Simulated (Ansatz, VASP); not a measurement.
One calculation of Ta, two programs

```
Ta
1.0
    -1.69233    1.69233    1.69233
     1.69233   -1.69233    1.69233
     1.69233    1.69233   -1.69233
Ta
1
Direct
  0.00000 0.00000 0.00000
```

Alike in both runs: task relaxation of cell and atoms; functional PBE; k mesh 8 × 8 × 8; occupations gaussian, width 0.1 eV; no spin polarisation.

```csv
,VASP,Ansatz
version,VASP 6.6.1,Ansatz 0.2.0
potentials or method,"VASP PAW PBE potentials, release 64 (Ta_pv), cutoff 500 eV","scalar-relativistic, plane waves, PAW"
valence electrons in the cell,11,13
```

VASP gave:

| Property | Result |
| --- | --- |
| gap on the k mesh at the Fermi level, each at its own relaxed structure (eV) | none |
| relaxed volume (Å³/atom) | 18.12 |
| relaxed cell length with the largest relative difference (Å) | 2.866 |

Estimate Ansatz's values.

gap on the k mesh at the Fermi level, each at its own relaxed structure (eV): none; relaxed volume (Å³/atom): 18.10; relaxed cell length with the largest relative difference (Å): 2.865.

A gap of «none» marks a metal or a gap that the smearing closes. VASP's potentials hold 11 valence electrons a cell and Ansatz's 13, so a difference there can come from the potentials and not from the codes.

Neither program's run includes spin-orbit coupling.
